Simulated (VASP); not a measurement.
Set up this calculation in VASP 6.6.1, as the native input.

- Task: relaxation of volume and atoms at fixed shape
- Functional: PBEsol
- Potentials or basis: VASP PAW PBE potentials, release 64 (Zn)
- Cutoff: 600 eV
- k mesh: 11 × 11 × 5
- Occupations: fermi-dirac, width 0.05 eV
- Spin: no spin polarisation
- Dipole correction: no
- Further INCAR settings: ALGO = Normal; EDIFF = 1e-06; IBRION = 2; EDIFFG = -0.01; NSW = 80; ISIF = 8

The structure of Zn lies in POSCAR:

```
Zn
1.0
    2.6700000000      0.0000000000      0.0000000000
   -1.3350000000      2.3122878281      0.0000000000
    0.0000000000      0.0000000000      4.9660000000
Zn
2
Direct
    0.3333330000      0.6666670000      0.2500000000
    0.6666670000      0.3333330000      0.7500000000
```

One way to write it, as run:

INCAR

```
PREC = Accurate ; ENCUT = 600
EDIFF = 1E-6 ; ISMEAR = -1
SIGMA = 0.05 ; LREAL = F
LASPH = T ; NELM = 80
ALGO = Normal ; ISIF = 8
LWAVE = F ; LCHARG = F
GGA = PS ; IBRION = 2
NSW = 80 ; EDIFFG = -0.01
```

KPOINTS

```
regular mesh
0
Gamma
  11 11 5
```

Potentials or basis: VASP PAW PBE potentials, release 64 (Zn).

Command:

```console
$ cat potpaw_PBE.64/Zn/POTCAR > POTCAR
$ mpirun -np 1 vasp_std > vasp.out
```

It gave:

| Quantity | Value |
| --- | --- |
| Relaxed volume | 14.28 Å³/atom |
| Relaxed cell | a = 2.607 Å, b = 2.607 Å, c = 4.850 Å, α = 90.00°, β = 90.00°, γ = 120.00° |
| Space group after relaxing (to 0.05 Å) | P6_3/mmc (No. 194) |
| Energy gained by relaxing | 19.1 meV/atom |
| Ionic steps | 3 |
| Pressure after relaxing | 0.0 GPa |
| Band gap on the k mesh | zero (band 12 reaches 5.14 eV, above the bottom of band 13 at 0.39 eV) |

Caveat: the PAW data sets were made with another functional, which shifts forces and pressure a little.

Run time: 50 s on 1 thread of AMD EPYC 7R43 64-Core Processor (Zen 3) (shared host), peak memory 0.14 GiB.
